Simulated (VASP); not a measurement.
Here is a VASP 6.6.1 calculation.

POSCAR

```
Li2RhN2
1.0
    3.2214626416      0.0000000000      0.0000000000
   -1.6107313208      2.7898684850      0.0000000000
    0.0000000000      0.0000000000      5.0759660458
Li Rh N
2 1 2
Direct
    0.6666666667      0.3333333333      0.3544900000
    0.3333333333      0.6666666667      0.6455100000
    0.0000000000      0.0000000000      0.0000000000
    0.6666666667      0.3333333333      0.7906920000
    0.3333333333      0.6666666667      0.2093080000
```

INCAR.step1

```
PREC = Accurate
ENCUT = 520
ISMEAR = 0
SIGMA = 0.1
LREAL = False
LASPH = True
NELM = 100
NBANDS = 24
GGA = PE
ALGO = Normal
EDIFF = 1E-4
LWAVE = True
LCHARG = False
```

Contents of INCAR.step2:

```
PREC = Accurate
ENCUT = 520
EDIFF = 1E-7
ISMEAR = 0
SIGMA = 0.1
LREAL = False
LASPH = True
NELM = 100
ALGO = Normal
ISIF = 2
LWAVE = False
LCHARG = False
METAGGA = R2SCAN
LMIXTAU = True
NBANDS = 24
ISTART = 1
```

The input KPOINTS:

```
Automatic mesh
0
Gamma
  1 1 1
  0 0 0.5
```

Potentials or basis: VASP PAW PBE potentials, release 64 (Li_sv, Rh_pv, N).

Run with:

```sh
$ cat potpaw_PBE.64/Li_sv/POTCAR potpaw_PBE.64/Rh_pv/POTCAR potpaw_PBE.64/N/POTCAR > POTCAR
$ cp INCAR.step1 INCAR
$ mpirun -np 1 vasp_std > vasp.out
$ cp INCAR.step2 INCAR
$ mpirun -np 1 vasp_std > vasp.out
```

**Question.** Predict the band gap on the k mesh.

**Answer.** Zero (an odd number of electrons rules out a gap without spin polarisation).

**Question.** What does it give for the largest force?

**Answer.** 2.368 eV/Å.

Forces in eV/Å, atoms in the order of the input:
```
Li   0.000  0.000 -1.331
Li   0.000  0.000  1.331
Rh   0.000  0.000  0.000
N    0.000  0.000  2.368
N    0.000  0.000 -2.368
```

Caveat: the k points lie up to 2.25 Å⁻¹ apart, too coarse for converged energies and pressures of a metal; the PAW data sets were made with another functional, which shifts forces and pressure a little.
